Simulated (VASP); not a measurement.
# Ge (Pm-3m) in VASP: further runs, part 2 of 2

VASP 6.6.1. The steps go on from the part before.

## (3) Single point, PBEsol

File INCAR:

```
SYSTEM = Ge
PREC = Accurate ; ENCUT = 520
EDIFF = 1E-7 ; ISMEAR = -1
SIGMA = 0.05 ; LREAL = .FALSE.
LASPH = .TRUE. ; NELM = 100
ALGO = Normal ; ISIF = 2
LWAVE = .FALSE. ; LCHARG = .FALSE.
GGA = PS ; NBANDS = 13
```

File KPOINTS:

```
Automatic mesh
0
G
  6 6 6
  0 0 0
```

File POSCAR:

```
Ge
1.0
    2.7104700000      0.0000000000      0.0000000000
    0.0000000000      2.7104700000      0.0000000000
    0.0000000000      0.0000000000      2.7104700000
Ge
1
Direct
    0.0000000000      0.0000000000      0.0000000000
```

Potentials or basis: VASP PAW PBE potentials, release 64 (Ge_d).

Started as:

```sh
$ cat potpaw_PBE.64/Ge_d/POTCAR > POTCAR
$ mpirun -np 1 vasp_std > vasp.out
```

OUTCAR:

```text
SYSTEM = Ge
   PREC = Accurate
   ENCUT = 520
   EDIFF = 1E-7
   ISMEAR = -1
   LREAL = .FALSE.
   LASPH = .TRUE.
   NELM = 100
   ISIF = 2
   GGA = PS

 ion  position               nearest neighbor table
   1  0.000  0.000  0.000-

  LATTYP: Found a simple cubic cell.
 ALAT       =     2.7104700000

  Lattice vectors:

 A1 = (   2.7104700000,   0.0000000000,   0.0000000000)
 A2 = (   0.0000000000,   2.7104700000,   0.0000000000)
 A3 = (   0.0000000000,   0.0000000000,   2.7104700000)

Analysis of symmetry for initial positions (statically):
=====================================================================
 Subroutine PRICEL returns:
 Original cell was already a primitive cell.

 Routine SETGRP: Setting up the symmetry group for a
 simple cubic supercell.

 Subroutine GETGRP returns: Found 48 space group operations
 (whereof 48 operations were pure point group operations)
 out of a pool of 48 trial point group operations.

The static configuration has the point symmetry O_h .

Analysis of symmetry for dynamics (positions and initial velocities):
=====================================================================
 Subroutine PRICEL returns:
 Original cell was already a primitive cell.

 Routine SETGRP: Setting up the symmetry group for a
 simple cubic supercell.

 Subroutine GETGRP returns: Found 48 space group operations
 (whereof 48 operations were pure point group operations)
 out of a pool of 48 trial point group operations.

The dynamic configuration has the point symmetry O_h .

 Subroutine INISYM returns: Found 48 space group operations
 (whereof 48 operations are pure point group operations),
 and found     1 'primitive' translations

----------------------------------------------------------------------------------------

                                     Primitive cell

  volume of cell :      19.9129

  direct lattice vectors                    reciprocal lattice vectors
     2.710470000  0.000000000  0.000000000     0.368939704  0.000000000  0.000000000
     0.000000000  2.710470000  0.000000000     0.000000000  0.368939704  0.000000000
     0.000000000  0.000000000  2.710470000     0.000000000  0.000000000  0.368939704

  length of vectors
     2.710470000  2.710470000  2.710470000     0.368939704  0.368939704  0.368939704

  position of ions in fractional coordinates (direct lattice)
     0.000000000  0.000000000  0.000000000

  ion indices of the primitive-cell ions
   primitive index   ion index
                 1           1

----------------------------------------------------------------------------------------

 KPOINTS: Automatic mesh

Automatic generation of k-mesh.
 Grid dimensions read from file:
 generate k-points for:    6    6    6

 Generating k-lattice:

  Cartesian coordinates                     Fractional coordinates (reciprocal lattice)
     0.061489951  0.000000000  0.000000000     0.166666667  0.000000000  0.000000000
     0.000000000  0.061489951  0.000000000     0.000000000  0.166666667  0.000000000
     0.000000000  0.000000000  0.061489951     0.000000000  0.000000000  0.166666667

  Length of vectors
     0.061489951  0.061489951  0.061489951

  Shift w.r.t. Gamma in fractional coordinates (k-lattice)
     0.000000000  0.000000000  0.000000000

 Subroutine IBZKPT returns following result:
 ===========================================

 Found     20 irreducible k-points:

 Following reciprocal coordinates:
            Coordinates               Weight
  0.000000  0.000000  0.000000      1.000000
  0.166667  0.000000  0.000000      6.000000
  0.333333  0.000000  0.000000      6.000000
  0.500000  0.000000  0.000000      3.000000
  0.166667  0.166667  0.000000     12.000000
  0.333333  0.166667  0.000000     24.000000
[... 12 lines left out ...]
  0.500000  0.500000  0.333333      6.000000
  0.500000  0.500000  0.500000      1.000000
   k-points           NKPTS =     20   k-points in BZ     NKDIM =     20   number of bands    NBANDS=     13
   number of dos      NEDOS =    301   number of ions     NIONS =      1
   total plane-waves  NPLWV =   8000
   dimension x,y,z NGX =    20 NGY =   20 NGZ =   20
   dimension x,y,z NGXF=    40 NGYF=   40 NGZF=   40
   ions per type =               1
   NGX,Y,Z   is equivalent  to a cutoff of  12.27, 12.27, 12.27 a.u.
   NGXF,Y,Z  is equivalent  to a cutoff of  24.53, 24.53, 24.53 a.u.
 SYSTEM =  Ge
   PREC   = accura    normal or accurate (medium, high low for compatibility)
   ISTART =      0    job   : 0-new  1-cont  2-samecut
   ICHARG =      2    charge: 1-file 2-atom 10-const
   ISPIN  =      1    spin polarized calculation?
   LNONCOLLINEAR =      F non collinear calculations
   LSORBIT =      F    spin-orbit coupling
   LASPH  =      T    aspherical Exc in radial PAW
   ENCUT  =  520.0 eV  38.22 Ry    6.18 a.u.   5.04  5.04  5.04*2*pi/ulx,y,z
   NELM   =    100;   NELMIN=  2; NELMDL= -5     # of ELM steps
   EDIFF  = 0.1E-06   stopping-criterion for ELM
   LREAL  =      F    real-space projection
   EDIFFG = 0.1E-05   stopping-criterion for IOM
   NSW    =      0    number of steps for IOM
   IBRION =     -1    ionic relax: 0-MD 1-quasi-New 2-CG
   NFREE  =      0    steps in history (QN), initial steepest desc. (CG)
   ISIF   =      2    stress and relaxation
   ISYM   =      2    0-nonsym 1-usesym 2-fastsym
   POTIM  = 0.5000    time-step for ionic-motion
   TEBEG  =    0.0;   TEEND  =   0.0 temperature during run
   PSTRESS=    0.0 pullay stress
   NELECT =      14.0000    total number of electrons
   NUPDOWN=      -1.0000    fix difference up-down
   EMIN   =  10.00;   EMAX   =-10.00  energy-range for DOS
   EFERMI =   0.00;   METHOD = LEGACY
   ISMEAR =    -1;   SIGMA  =   0.05  broadening in eV -4-tet -1-fermi 0-gaus
   EFERMI_NEDOS =   21; number of points for ismear=-14 and -15
   IALGO  =     38    algorithm
   IMIX   =      4    mixing-type and parameters
     AMIX     =   0.40;   BMIX     =  1.00
     AMIX_MAG =   1.60;   BMIX_MAG =  1.00
  volume/ion in A,a.u.               =      19.91       134.38
  Fermi-wavevector in a.u.,A,eV,Ry     =   1.455703  2.750881 28.831731  2.119072
  Thomas-Fermi vector in A             =   2.572707
   LORBIT       =      0    0 simple, 1 ext, 2 COOP (PROOUT), +10 PAW based schemes
   GGA     = PS    functional components
   LHFCALC =     F    Hartree Fock is set to
   AEXX    =    0.0000 exact exchange contribution
   IVDW    =     0    specifies the selected vdW correction
   LEPSILON=     F    determine dielectric tensor
   LRPA    =     F    only Hartree local field effects (RPA)
 non-spin polarized calculation
  energy-cutoff  :      520.00
  volume of cell :       19.91
 maximum number of plane-waves:       554
   NGX = 11   NGY = 11   NGZ = 11

 number of electron      13.9999969 magnetization

 Free energy of the ion-electron system (eV)
  ---------------------------------------------------
  ext. energy  EPLUGINS =         0.00000000
  ---------------------------------------------------
  free energy    TOTEN  =        -4.73587441 eV

  energy without entropy =       -4.72845365  energy(sigma->0) =       -4.73216403

 E-fermi :   5.8278     XC(G=0): -11.0730

 val. band max:        5.3631366693   @ k =   0.3333   0.3333   0.0000
 cond. band min:       5.8535167457   @ k =   0.3333   0.3333   0.1667
 fundamental gap:      0.4903800764
 Fermi energy:         5.8278046326

 k-point     1 :       0.0000    0.0000    0.0000
  band No.  band energies     occupation
      1     -18.8346      2.00000
      2     -18.8346      2.00000
      3     -18.5888      2.00000
      4     -18.5888      2.00000
      5     -18.5888      2.00000
      6      -6.9729      2.00000
      7      12.3402      0.00000
      8      12.3402      0.00000
      9      12.3402      0.00000
     10      15.8097      0.00000
     11      15.8097      0.00000
     12      18.0962      0.00000
     13      34.3875      0.00000
[... 289 lines left out ...]
 k-point    20 :       0.5000    0.5000    0.5000
  band No.  band energies     occupation
      1     -18.7311      2.00000
      2     -18.7311      2.00000
      3     -18.7311      2.00000
      4     -18.5109      2.00000
      5     -18.5109      2.00000
      6       5.1968      1.99999
      7       6.1031      0.00809
      8       6.1031      0.00809
      9       6.1031      0.00809
     10      12.6482      0.00000
     11      12.6482      0.00000
     12      12.6482      0.00000
     13      15.2375      0.00000

------------------------ aborting loop because EDIFF is reached ----------------------------------------

  FORCE on cell =-STRESS in cart. coord.  units (eV):
  Direction    XX          YY          ZZ          XY          YZ          ZX
  --------------------------------------------------------------------------------------
  -------------------------------------------------------------------------------------
  Total       -0.4635638     -0.4635638     -0.4635638     -0.0000000      0.0000000      0.0000000
  in kB      -37.2980659    -37.2980659    -37.2980659     -0.0000000      0.0000000      0.0000000
  external PRESSURE =     -37.2980659 kB  Pullay stress =       0.0000000 kB

 VOLUME and BASIS-vectors are now :
 -----------------------------------------------------------------------------
  energy-cutoff  :      520.00
  volume of cell :       19.91
      direct lattice vectors                 reciprocal lattice vectors
     2.710470000  0.000000000  0.000000000     0.368939704  0.000000000  0.000000000
     0.000000000  2.710470000  0.000000000     0.000000000  0.368939704  0.000000000
     0.000000000  0.000000000  2.710470000     0.000000000  0.000000000  0.368939704

 POSITION                                       TOTAL-FORCE (eV/Angst)
 -----------------------------------------------------------------------------------
      0.00000      0.00000      0.00000         0.000000      0.000000      0.000000
 -----------------------------------------------------------------------------------
    total drift:                                0.000000      0.000000      0.000000

  FREE ENERGIE OF THE ION-ELECTRON SYSTEM (eV)
  ---------------------------------------------------
  free  energy   TOTEN  =        -4.7358744099 eV

  energy  without entropy=       -4.7284536453  energy(sigma->0) =       -4.73216403
```

stdout:

```text
POSCAR found type information on POSCAR Ge
 POSCAR found :  1 types and       1 ions
 scaLAPACK will be used
 -----------------------------------------------------------------------------
|                                                                             |
|                                                                             |
|     You enforced a specific xc type in the INCAR file but a different       |
|     I HOPE YOU KNOW WHAT YOU ARE DOING!                                     |
|                                                                             |
 -----------------------------------------------------------------------------

 LDA part: xc-table for (Slater+PW92), standard interpolation
 POSCAR, INCAR and KPOINTS ok, starting setup
 FFT: planning ... GRIDC
 FFT: planning ... GRID_SOFT
 FFT: planning ... GRID
 WAVECAR not read
 entering main loop
```

It took 3.8 s on 1 thread of Intel Xeon 8259CL, shared host; peak memory 0.12 GiB.

Results:

| Property | Result |
| --- | --- |
| Free energy | -4.7359 eV |
| Pressure | -3.7 GPa |
| Band gap on the k mesh | zero (bands 7 and 8 overlap by 9.09 eV) |

Caveat: the k points lie up to 0.39 Å⁻¹ apart, too coarse for converged energies and pressures of a metal; the PAW data sets were made with another functional, which shifts forces and pressure a little.

## (4) Single point, r2SCAN

POSCAR is that of step 3.

File INCAR.step1:

```
SYSTEM = Ge
PREC = Accurate ; ENCUT = 520
ISMEAR = -1 ; SIGMA = 0.05
LREAL = .False. ; LASPH = .True.
NELM = 100 ; NBANDS = 13
GGA = PE ; ALGO = Normal
EDIFF = 1E-4 ; LWAVE = .True.
LCHARG = .False.
```

File INCAR.step2:

```
SYSTEM = Ge
PREC = Accurate ; ENCUT = 520
EDIFF = 1E-6 ; ISMEAR = -1
SIGMA = 0.05 ; LREAL = .False.
LASPH = .True. ; NELM = 100
ALGO = Normal ; ISIF = 2
LWAVE = .False. ; LCHARG = .False.
METAGGA = R2SCAN ; LMIXTAU = .True.
NBANDS = 13 ; ISTART = 1
```

File KPOINTS:

```
Automatic mesh
0
Gamma
  6 6 6
  0 0 0
```

Potentials or basis: VASP PAW PBE potentials, release 64 (Ge_d).

Started as:

```sh
$ cat potpaw_PBE.64/Ge_d/POTCAR > POTCAR
$ cp INCAR.step1 INCAR
$ mpirun -np 1 vasp_std > vasp.out
$ cp INCAR.step2 INCAR
$ mpirun -np 1 vasp_std > vasp.out
```

OUTCAR:

```text
SYSTEM = Ge
   PREC = Accurate
   ENCUT = 520
   EDIFF = 1E-6
   ISMEAR = -1
   LREAL = .False.
   LASPH = .True.
   NELM = 100
   ISIF = 2
   METAGGA = R2SCAN
   ISTART = 1

 ion  position               nearest neighbor table
   1  0.000  0.000  0.000-

  LATTYP: Found a simple cubic cell.
 ALAT       =     2.7104700000

  Lattice vectors:

 A1 = (   2.7104700000,   0.0000000000,   0.0000000000)
 A2 = (   0.0000000000,   2.7104700000,   0.0000000000)
 A3 = (   0.0000000000,   0.0000000000,   2.7104700000)

Analysis of symmetry for initial positions (statically):
=====================================================================
 Subroutine PRICEL returns:
 Original cell was already a primitive cell.

 Routine SETGRP: Setting up the symmetry group for a
 simple cubic supercell.

 Subroutine GETGRP returns: Found 48 space group operations
 (whereof 48 operations were pure point group operations)
 out of a pool of 48 trial point group operations.

The static configuration has the point symmetry O_h .

Analysis of symmetry for dynamics (positions and initial velocities):
=====================================================================
 Subroutine PRICEL returns:
 Original cell was already a primitive cell.

 Routine SETGRP: Setting up the symmetry group for a
 simple cubic supercell.

 Subroutine GETGRP returns: Found 48 space group operations
 (whereof 48 operations were pure point group operations)
 out of a pool of 48 trial point group operations.

The dynamic configuration has the point symmetry O_h .

 Subroutine INISYM returns: Found 48 space group operations
 (whereof 48 operations are pure point group operations),
 and found     1 'primitive' translations

----------------------------------------------------------------------------------------

                                     Primitive cell

  volume of cell :      19.9129

  direct lattice vectors                    reciprocal lattice vectors
     2.710470000  0.000000000  0.000000000     0.368939704  0.000000000  0.000000000
[... 105 lines left out ...]
   LHFCALC =     F    Hartree Fock is set to
   AEXX    =    0.0000 exact exchange contribution
   IVDW    =     0    specifies the selected vdW correction
   LEPSILON=     F    determine dielectric tensor
   LRPA    =     F    only Hartree local field effects (RPA)
 non-spin polarized calculation
  energy-cutoff  :      520.00
  volume of cell :       19.91
 maximum number of plane-waves:       554
   NGX = 11   NGY = 11   NGZ = 11

 number of electron      13.9999969 magnetization

 Free energy of the ion-electron system (eV)
  ---------------------------------------------------
  ext. energy  EPLUGINS =         0.00000000
  ---------------------------------------------------
  free energy    TOTEN  =       -13.50641913 eV

  energy without entropy =      -13.49847481  energy(sigma->0) =      -13.50244697

 E-fermi :   5.9328     XC(G=0): -11.9295

 val. band max:        5.5034902085   @ k =   0.5000   0.5000   0.5000
 cond. band min:       5.9623850563   @ k =   0.3333   0.3333   0.1667
 fundamental gap:      0.4588948478
 Fermi energy:         5.9328086783

 k-point     1 :       0.0000    0.0000    0.0000
  band No.  band energies     occupation
      1     -19.6328      2.00000
      2     -19.6328      2.00000
      3     -19.3703      2.00000
      4     -19.3703      2.00000
      5     -19.3703      2.00000
      6      -7.5697      2.00000
      7      12.7079      0.00000
      8      12.7079      0.00000
      9      12.7079      0.00000
     10      16.2590      0.00000
     11      16.2590      0.00000
     12      19.4449      0.00000
     13      35.6535      0.00000
[... 290 lines left out ...]
  band No.  band energies     occupation
      1     -19.5217      2.00000
      2     -19.5217      2.00000
      3     -19.5217      2.00000
      4     -19.2918      2.00000
      5     -19.2918      2.00000
      6       5.5035      1.99963
      7       6.0257      0.26995
      8       6.0257      0.26995
      9       6.0257      0.26995
     10      13.1017      0.00000
     11      13.1017      0.00000
     12      13.1017      0.00000
     13      16.2870      0.00000

------------------------ aborting loop because EDIFF is reached ----------------------------------------

  FORCE on cell =-STRESS in cart. coord.  units (eV):
  Direction    XX          YY          ZZ          XY          YZ          ZX
  --------------------------------------------------------------------------------------
  -------------------------------------------------------------------------------------
  Total       -0.3265068     -0.3265068     -0.3265068      0.0000000     -0.0000000     -0.0000000
  in kB      -26.2705392    -26.2705392    -26.2705392      0.0000000     -0.0000000     -0.0000000
  external PRESSURE =     -26.2705392 kB  Pullay stress =       0.0000000 kB

 VOLUME and BASIS-vectors are now :
 -----------------------------------------------------------------------------
  energy-cutoff  :      520.00
  volume of cell :       19.91
      direct lattice vectors                 reciprocal lattice vectors
     2.710470000  0.000000000  0.000000000     0.368939704  0.000000000  0.000000000
     0.000000000  2.710470000  0.000000000     0.000000000  0.368939704  0.000000000
     0.000000000  0.000000000  2.710470000     0.000000000  0.000000000  0.368939704

 POSITION                                       TOTAL-FORCE (eV/Angst)
 -----------------------------------------------------------------------------------
      0.00000      0.00000      0.00000         0.000000      0.000000      0.000000
 -----------------------------------------------------------------------------------
    total drift:                               -0.000000      0.000000      0.000000

  FREE ENERGIE OF THE ION-ELECTRON SYSTEM (eV)
  ---------------------------------------------------
  free  energy   TOTEN  =       -13.5064191263 eV

  energy  without entropy=      -13.4984748094  energy(sigma->0) =      -13.50244697
```

It took 15 s on 1 thread of Intel Xeon 8259CL, shared host; peak memory 0.13 GiB.

Results:

* Free energy: -13.5064 eV
* Pressure: -2.6 GPa
* Band gap on the k mesh: zero (bands 7 and 8 overlap by 9.65 eV)

Caveat: the k points lie up to 0.39 Å⁻¹ apart, too coarse for converged energies and pressures of a metal; the PAW data sets were made with another functional, which shifts forces and pressure a little.

## (5) The runs side by side

| level | potentials or basis | gap on the mesh (eV) | pressure (GPa) |
| --- | --- | --- | --- |
| LDA | VASP PAW LDA potentials, release 64 (Ge_d) | none | -5.4 |
| PBEsol | VASP PAW PBE potentials, release 64 (Ge_d) | none | -3.7 |
| r2SCAN | VASP PAW PBE potentials, release 64 (Ge_d) | none | -2.6 |

Alike in all rows: task single point; no spin polarisation; cell as given; k mesh 6 × 6 × 6; cutoff (eV) 520; smearing fermi-dirac 0.05 eV.

Caveats: all runs use coarse meshes; the PAW data sets were made with another functional, which shifts forces and pressure a little (at least some runs).

Absolute energies hang on the potentials; compare differences alone.

The gap in the log of VASP goes by the Fermi energy; the results here count the filled bands.